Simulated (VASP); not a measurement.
# Ru (P6_3/mmc) in VASP: notebook

Ru is run at these levels: PBEsol; tasks: single point.

Everything below comes from runs of VASP 6.6.1. Logs are shortened: lines on timing, memory, paths and dates and some standing lists are left out, and cuts for length are marked.

## (1) The cell of the first run

Symmetry: P6_3/mmc, No. 194, hexagonal system. Conventional cell: a = 2.706 Å, b = 2.706 Å, c = 4.282 Å, α = 90.00°, β = 90.00°, γ = 120.00°. Ru (site symmetry -6m2) has 12 Ru at 2.65 to 2.71 Å within 3.5 Å.

## (2) Single point, PBEsol

The input, INCAR:

```
SYSTEM = Ru
PREC     = Accurate       ! precision mode
ENCUT    = 520            ! plane-wave cutoff, eV
EDIFF    = 1E-6           ! SCF threshold, eV
ISMEAR   = 0              ! smearing method
SIGMA    = 0.1            ! smearing width, eV
LREAL    = .False.        ! projectors in reciprocal space
LASPH    = .True.         ! aspherical terms in the spheres
NELM     = 60             ! most SCF steps
ALGO     = Normal         ! electronic algorithm
ISIF     = 2              ! what is computed and relaxed
LWAVE    = .False.        ! write WAVECAR
LCHARG   = .True.         ! write CHGCAR
GGA      = PS             ! functional
LELF     = .True.         ! ELF
LVHAR    = .True.       
NBANDS   = 21             ! bands
```

The input, KPOINTS:

```
Automatic mesh
0
Gamma
  9 9 4
  0 0 0
```

The input, POSCAR:

```
Ru
1.0
    2.7058000000      0.0000000000      0.0000000000
   -1.3529000000      2.3432915376      0.0000000000
    0.0000000000      0.0000000000      4.2819000000
Ru
2
Direct
    0.3333333333      0.6666666667      0.2500000000
    0.6666666667      0.3333333333      0.7500000000
```

Potentials or basis: VASP PAW PBE potentials, release 64 (Ru_pv).

Command:

```bash
> cat potpaw_PBE.64/Ru_pv/POTCAR > POTCAR
> mpirun -np 1 vasp_std > vasp.out
```

OUTCAR:

```text
SYSTEM = Ru
   PREC = Accurate
   ENCUT = 520
   EDIFF = 1E-6
   ISMEAR = 0
   LREAL = .False.
   LASPH = .True.
   NELM = 60
   ISIF = 2
   GGA = PS

 ion  position               nearest neighbor table
   1  0.333  0.667  0.250-   2 2.65   2 2.65   2 2.65   2 2.65   2 2.65   2 2.65
   2  0.667  0.333  0.750-   1 2.65   1 2.65   1 2.65   1 2.65   1 2.65   1 2.65

  LATTYP: Found a hexagonal cell.
 ALAT       =     2.7058000000
 C/A-ratio  =     1.5824894671

  Lattice vectors:

 A1 = (   2.7058000000,   0.0000000000,   0.0000000000)
 A2 = (  -1.3529000000,   2.3432915376,   0.0000000000)
 A3 = (   0.0000000000,   0.0000000000,   4.2819000000)

Analysis of symmetry for initial positions (statically):
=====================================================================
 Subroutine PRICEL returns:
 Original cell was already a primitive cell.

 Routine SETGRP: Setting up the symmetry group for a
 hexagonal supercell.

 Subroutine GETGRP returns: Found 24 space group operations
 (whereof 12 operations were pure point group operations)
 out of a pool of 24 trial point group operations.

The static configuration has the point symmetry D_3d.
 The point group associated with its full space group is D_6h.

Analysis of symmetry for dynamics (positions and initial velocities):
=====================================================================
 Subroutine PRICEL returns:
 Original cell was already a primitive cell.

 Routine SETGRP: Setting up the symmetry group for a
 hexagonal supercell.

 Subroutine GETGRP returns: Found 24 space group operations
 (whereof 12 operations were pure point group operations)
 out of a pool of 24 trial point group operations.

The dynamic configuration has the point symmetry D_3d.
 The point group associated with its full space group is D_6h.

 Subroutine INISYM returns: Found 24 space group operations
 (whereof 12 operations are pure point group operations),
 and found     1 'primitive' translations

----------------------------------------------------------------------------------------

                                     Primitive cell

  volume of cell :      27.1493

  direct lattice vectors                    reciprocal lattice vectors
     2.705800000  0.000000000  0.000000000     0.369576465  0.213375072  0.000000000
    -1.352900000  2.343291538  0.000000000     0.000000000  0.426750144  0.000000000
     0.000000000  0.000000000  4.281900000     0.000000000  0.000000000  0.233541185

  length of vectors
     2.705800000  2.705800000  4.281900000     0.426750144  0.426750144  0.233541185

  position of ions in fractional coordinates (direct lattice)
     0.333333333  0.666666667  0.250000000
     0.666666667  0.333333333  0.750000000

  ion indices of the primitive-cell ions
   primitive index   ion index
                 1           1
                 2           2

----------------------------------------------------------------------------------------

 KPOINTS: Automatic mesh

Automatic generation of k-mesh.
 Grid dimensions read from file:
 generate k-points for:    9    9    4

 Generating k-lattice:

  Cartesian coordinates                     Fractional coordinates (reciprocal lattice)
     0.041064052  0.023708341  0.000000000     0.111111111  0.000000000  0.000000000
     0.000000000  0.047416683  0.000000000     0.000000000  0.111111111  0.000000000
     0.000000000  0.000000000  0.058385296     0.000000000  0.000000000  0.250000000

  Length of vectors
     0.047416683  0.047416683  0.058385296

  Shift w.r.t. Gamma in fractional coordinates (k-lattice)
     0.000000000  0.000000000  0.000000000

 Subroutine IBZKPT returns following result:
 ===========================================

 Found     36 irreducible k-points:

 Following reciprocal coordinates:
            Coordinates               Weight
  0.000000  0.000000  0.000000      1.000000
  0.111111 -0.000000  0.000000      6.000000
  0.222222  0.000000  0.000000      6.000000
  0.333333  0.000000  0.000000      6.000000
  0.444444  0.000000  0.000000      6.000000
  0.111111  0.111111  0.000000      6.000000
[... 16 lines left out ...]
  0.333333  0.222222  0.250000     24.000000
  0.333333  0.333333  0.250000      4.000000
 [... further k-points ...]
   k-points           NKPTS =     36   k-points in BZ     NKDIM =     36   number of bands    NBANDS=     21
   number of dos      NEDOS =    301   number of ions     NIONS =      2
   total plane-waves  NPLWV =  12800
   dimension x,y,z NGX =    20 NGY =   20 NGZ =   32
   dimension x,y,z NGXF=    40 NGYF=   40 NGZF=   64
   ions per type =               2
   NGX,Y,Z   is equivalent  to a cutoff of  12.29, 12.29, 12.42 a.u.
   NGXF,Y,Z  is equivalent  to a cutoff of  24.58, 24.58, 24.85 a.u.
 SYSTEM =  Ru
   PREC   = accura    normal or accurate (medium, high low for compatibility)
   ISTART =      0    job   : 0-new  1-cont  2-samecut
   ICHARG =      2    charge: 1-file 2-atom 10-const
   ISPIN  =      1    spin polarized calculation?
   LNONCOLLINEAR =      F non collinear calculations
   LSORBIT =      F    spin-orbit coupling
   LASPH  =      T    aspherical Exc in radial PAW
   ENCUT  =  520.0 eV  38.22 Ry    6.18 a.u.   5.03  5.03  7.96*2*pi/ulx,y,z
   NELM   =     60;   NELMIN=  2; NELMDL= -5     # of ELM steps
   EDIFF  = 0.1E-05   stopping-criterion for ELM
   LREAL  =      F    real-space projection
   EDIFFG = 0.1E-04   stopping-criterion for IOM
   NSW    =      0    number of steps for IOM
   IBRION =     -1    ionic relax: 0-MD 1-quasi-New 2-CG
   NFREE  =      0    steps in history (QN), initial steepest desc. (CG)
   ISIF   =      2    stress and relaxation
   ISYM   =      2    0-nonsym 1-usesym 2-fastsym
   POTIM  = 0.5000    time-step for ionic-motion
   TEBEG  =    0.0;   TEEND  =   0.0 temperature during run
   PSTRESS=    0.0 pullay stress
   NELECT =      28.0000    total number of electrons
   NUPDOWN=      -1.0000    fix difference up-down
   EMIN   =  10.00;   EMAX   =-10.00  energy-range for DOS
   EFERMI =   0.00;   METHOD = LEGACY
   ISMEAR =     0;   SIGMA  =   0.10  broadening in eV -4-tet -1-fermi 0-gaus
   EFERMI_NEDOS =   21; number of points for ismear=-14 and -15
   IALGO  =     38    algorithm
   IMIX   =      4    mixing-type and parameters
     AMIX     =   0.40;   BMIX     =  1.00
     AMIX_MAG =   1.60;   BMIX_MAG =  1.00
  volume/ion in A,a.u.               =      13.57        91.61
  Fermi-wavevector in a.u.,A,eV,Ry     =   1.654022  3.125649 37.222674  2.735789
  Thomas-Fermi vector in A             =   2.742361
   LORBIT       =      0    0 simple, 1 ext, 2 COOP (PROOUT), +10 PAW based schemes
   GGA     = PS    functional components
   LHFCALC =     F    Hartree Fock is set to
   AEXX    =    0.0000 exact exchange contribution
   IVDW    =     0    specifies the selected vdW correction
   LEPSILON=     F    determine dielectric tensor
   LRPA    =     F    only Hartree local field effects (RPA)
 non-spin polarized calculation
 Gauss-broadening in eV      SIGMA  =   0.10
  energy-cutoff  :      520.00
  volume of cell :       27.15
 maximum number of plane-waves:       742
 NGX is ok and might be reduce to    20
   NGX =  9   NGY =  9   NGZ = 15

 number of electron      28.0000008 magnetization

 Free energy of the ion-electron system (eV)
  ---------------------------------------------------
  ext. energy  EPLUGINS =         0.00000000
  ---------------------------------------------------
  free energy    TOTEN  =       -20.32554163 eV

  energy without entropy =      -20.31442146  energy(sigma->0) =      -20.31998155

 E-fermi :  12.8765     XC(G=0): -14.2823

 val. band max:       12.7518520590   @ k =   0.3333   0.0000   0.2500
 cond. band min:      12.8776859382   @ k =   0.3333   0.3333   0.2500
 fundamental gap:      0.1258338792
 Fermi energy:        12.8764763926

 k-point     1 :       0.0000    0.0000    0.0000
  band No.  band energies     occupation
      1     -30.9115      2.00000
      2     -29.9591      2.00000
      3     -29.9591      2.00000
      4     -29.7880      2.00000
      5     -29.7880      2.00000
      6     -29.7612      2.00000
[... 13 lines left out ...]
     20      22.9736      0.00000
     21      23.0887      0.00000

 k-point     2 :       0.1111   -0.0000    0.0000
  band No.  band energies     occupation
      1     -30.8697      2.00000
      2     -30.0471      2.00000
      3     -29.9886      2.00000
      4     -29.8794      2.00000
      5     -29.8002      2.00000
      6     -29.7808      2.00000
[... 13 lines left out ...]
     20      22.9735      0.00000
     21      23.0563      0.00000

 k-point     3 :       0.2222    0.0000    0.0000
  band No.  band energies     occupation
      1     -30.7542      2.00000
      2     -30.2702      2.00000
      3     -30.1034      2.00000
      4     -30.0598      2.00000
      5     -29.8399      2.00000
      6     -29.8341      2.00000
[... 13 lines left out ...]
     20      22.9733      0.00000
     21      23.0085      0.00000

 k-point     4 :       0.3333    0.0000    0.0000
  band No.  band energies     occupation
      1     -30.5952      2.00000
      2     -30.5237      2.00000
      3     -30.3458      2.00000
      4     -30.1367      2.00000
      5     -29.9344      2.00000
      6     -29.8757      2.00000
[... 13 lines left out ...]
     20      22.9714      0.00000
     21      22.9788      0.00000

 k-point     5 :       0.4444    0.0000    0.0000
  band No.  band energies     occupation
      1     -30.6883      2.00000
      2     -30.4980      2.00000
      3     -30.4528      2.00000
      4     -30.1852      2.00000
      5     -30.0344      2.00000
      6     -29.9039      2.00000
[... 13 lines left out ...]
     20      22.9715      0.00000
     21      23.5527      0.00000

 k-point     6 :       0.1111    0.1111    0.0000
  band No.  band energies     occupation
      1     -30.7909      2.00000
      2     -30.1780      2.00000
      3     -30.1079      2.00000
      4     -29.9757      2.00000
      5     -29.8406      2.00000
      6     -29.8203      2.00000
[... 13 lines left out ...]
     20      22.9734      0.00000
     21      23.0202      0.00000

 k-point     7 :       0.2222    0.1111    0.0000
  band No.  band energies     occupation
      1     -30.6522      2.00000
      2     -30.3958      2.00000
      3     -30.2964      2.00000
      4     -30.0926      2.00000
      5     -29.9004      2.00000
      6     -29.8985      2.00000
[... 13 lines left out ...]
     20      22.9729      0.00000
     21      22.9995      0.00000
[... 291 lines left out ...]
      1     -30.7170      2.00000
      2     -30.5654      2.00000
      3     -30.2857      2.00000
      4     -30.1594      2.00000
      5     -30.0161      2.00000
      6     -29.9374      2.00000
[... 13 lines left out ...]
     20      22.9719      0.00000
     21      23.5814      0.00000

 k-point    21 :       0.4444    0.1111    0.2500
  band No.  band energies     occupation
      1     -30.7693      2.00000
      2     -30.6233      2.00000
      3     -30.2920      2.00000
      4     -30.1457      2.00000
      5     -30.0628      2.00000
      6     -29.9611      2.00000
[... 13 lines left out ...]
     20      22.9651      0.00000
     21      23.5930      0.00000

 k-point    22 :       0.2222    0.2222    0.2500
  band No.  band energies     occupation
      1     -30.6516      2.00000
      2     -30.5456      2.00000
      3     -30.2420      2.00000
      4     -30.2359      2.00000
      5     -30.0461      2.00000
      6     -29.9329      2.00000
[... 13 lines left out ...]
     20      22.9717      0.00000
     21      24.6244      0.00000

 k-point    23 :       0.3333    0.2222    0.2500
  band No.  band energies     occupation
      1     -30.6726      2.00000
      2     -30.5834      2.00000
      3     -30.3820      2.00000
      4     -30.1938      2.00000
      5     -30.1080      2.00000
      6     -29.9850      2.00000
[... 13 lines left out ...]
     20      22.9667      0.00000
     21      23.2968      0.00000

 k-point    24 :       0.3333    0.3333    0.2500
  band No.  band energies     occupation
      1     -30.5672      2.00000
      2     -30.5672      2.00000
      3     -30.5203      2.00000
      4     -30.2611      2.00000
      5     -30.0533      2.00000
      6     -30.0533      2.00000
[... 13 lines left out ...]
     20      22.9721      0.00000
     21      22.9721      0.00000

 [... further k-points ...]

------------------------ aborting loop because EDIFF is reached ----------------------------------------

  FORCE on cell =-STRESS in cart. coord.  units (eV):
  Direction    XX          YY          ZZ          XY          YZ          ZX
  --------------------------------------------------------------------------------------
  -------------------------------------------------------------------------------------
  Total       -0.8838519     -0.8838519     -1.3847369      0.0000000      0.0000000     -0.0000000
  in kB      -52.1592766    -52.1592766    -81.7182959      0.0000000      0.0000000     -0.0000000
  external PRESSURE =     -62.0122830 kB  Pullay stress =       0.0000000 kB

 VOLUME and BASIS-vectors are now :
 -----------------------------------------------------------------------------
  energy-cutoff  :      520.00
  volume of cell :       27.15
      direct lattice vectors                 reciprocal lattice vectors
     2.705800000  0.000000000  0.000000000     0.369576465  0.213375072  0.000000000
    -1.352900000  2.343291538  0.000000000     0.000000000  0.426750144  0.000000000
     0.000000000  0.000000000  4.281900000     0.000000000  0.000000000  0.233541185

 POSITION                                       TOTAL-FORCE (eV/Angst)
 -----------------------------------------------------------------------------------
     -0.00000      1.56219      1.07048        -0.000000      0.000000      0.000000
      1.35290      0.78110      3.21143         0.000000     -0.000000      0.000000
 -----------------------------------------------------------------------------------
    total drift:                               -0.000000      0.000000     -0.000000

  FREE ENERGIE OF THE ION-ELECTRON SYSTEM (eV)
  ---------------------------------------------------
  free  energy   TOTEN  =       -20.3255416301 eV

  energy  without entropy=      -20.3144214624  energy(sigma->0) =      -20.31998155
```

Run time: 24 s. Hardware: 1 thread of Intel Xeon 8259CL, shared host; peak memory 0.14 GiB.

Results:

| Property | Result |
| --- | --- |
| Free energy | -20.3255 eV |
| Pressure | -6.2 GPa |
| Band gap on the k mesh | zero (bands 14 and 15 overlap by 3.05 eV) |

Stress tensor (GPa, compression positive):
```
-5.22  0.00  0.00
 0.00 -5.22  0.00
 0.00  0.00 -8.17
```

Caveat: the k points lie up to 0.37 Å⁻¹ apart, too coarse for converged energies and pressures of a metal; the PAW data sets were made with another functional, which shifts forces and pressure a little.

## (3) Single point, PBEsol (13.07 Å³/atom)

This run uses another cell than the first one, of 13.07 Å³/atom.

The input, INCAR:

```
  ALGO = Normal
  EDIFF = 1E-7
  ENCUT = 520
  GGA = PS
  ISIF = 2
  ISMEAR = -1
  LASPH = T
  LCHARG = F
  LREAL = F
  LWAVE = F
  NBANDS = 21
  NELM = 80
  PREC = Accurate
  SIGMA = 0.15
```

The input, KPOINTS:

```
k-points
0
Gamma
  18 18 10
```

The input, POSCAR:

```
Ru
1.0
    2.6728495159      0.0000000000      0.0000000000
   -1.3364247580      2.3147555813      0.0000000000
    0.0000000000      0.0000000000      4.2256655105
Ru
2
Direct
    0.3333333333      0.6666666667      0.2500000000
    0.6666666667      0.3333333333      0.7500000000
```

Potentials or basis: VASP PAW PBE potentials, release 64 (Ru_pv).

Command:

```bash
> cat potpaw_PBE.64/Ru_pv/POTCAR > POTCAR
> mpirun -np 1 vasp_std > vasp.out
```

Wall time 2.4 min (1 thread of Intel Xeon 8259CL, shared host); peak memory 0.21 GiB.

The run converged. Its results:

| Property | Result |
| --- | --- |
| Free energy | -20.3892 eV |
| Pressure | 7.3 GPa |
| Band gap on the k mesh | zero (bands 14 and 15 overlap by 3.32 eV) |

Levels at points of the mesh, in eV from the Fermi level:
| k point | band 11 | band 12 | band 13 | band 14 | band 15 | band 16 | band 17 | band 18 |
| --- | --- | --- | --- | --- | --- | --- | --- | --- |
| (0.00, 0.00, 0.00) | -2.57 | -2.04 | -2.04 | -1.49 | -1.49 | 1.25 | 1.25 | 1.28 |
| (0.50, 0.00, 0.00) | -2.20 | -1.91 | -1.61 | 1.52 | 1.97 | 2.06 | 4.26 | 6.36 |
| (0.00, 0.00, 0.50) | -2.95 | -2.95 | -2.87 | -2.87 | 0.58 | 0.58 | 0.58 | 0.58 |
| (0.50, 0.00, 0.50) | -1.14 | -1.14 | 0.44 | 0.44 | 1.79 | 1.79 | 3.51 | 3.51 |

Caveat: the cell stands under pressure; the PAW data sets were made with another functional, which shifts forces and pressure a little.

## (4) Single point, PBEsol

This run uses another cell than the first one, of 13.32 Å³/atom.

The input, INCAR:

```
SYSTEM = Ru
  PREC = Accurate
  ENCUT = 520
  EDIFF = 1E-6
  ISMEAR = 0
  SIGMA = 0.1
  LREAL = .False.
  LASPH = .True.
  NELM = 60
  ALGO = Fast
  ISIF = 2
  LWAVE = .False.
  LCHARG = .False.
  GGA = PS
  NBANDS = 21
```

The input, KPOINTS:

```
Automatic mesh
0
Gamma
  18 18 10
  0 0 0
```

The input, POSCAR:

```
Ru
1.0
    2.6895240877      0.0000000000      0.0000000000
   -1.3447620438      2.3291961840      0.0000000000
    0.0000000000      0.0000000000      4.2519206304
Ru
2
Direct
    0.3333333333      0.6666666667      0.2500000000
    0.6666666667      0.3333333333      0.7500000000
```

Command:

```bash
> cat potpaw_PBE.64/Ru_pv/POTCAR > POTCAR
> mpirun -np 1 vasp_std > vasp.out
```

Run time: 3 min. Hardware: 1 thread of Intel Xeon 8259CL, shared host; peak memory 0.21 GiB.

The run converged. Its results:

| Property | Result |
| --- | --- |
| Free energy | -20.3451 eV |
| Pressure | 0.0 GPa |
| Band gap on the k mesh | zero (bands 14 and 15 overlap by 3.22 eV) |

Levels at points of the mesh, in eV from the Fermi level:
```
           k point  band 12  band 13  band 14  band 15  band 16  band 17
(0.00, 0.00, 0.00)    -1.97    -1.97    -1.43    -1.43     1.24     1.24
(0.50, 0.00, 0.00)    -1.86    -1.56     1.49     1.93     2.01     4.17
(0.00, 0.00, 0.50)    -2.85    -2.79    -2.79     0.58     0.58     0.58
(0.50, 0.00, 0.50)    -1.09     0.45     0.45     1.76     1.76     3.45
```

Caveat: the PAW data sets were made with another functional, which shifts forces and pressure a little.

(Continued in part 2 of 2.)
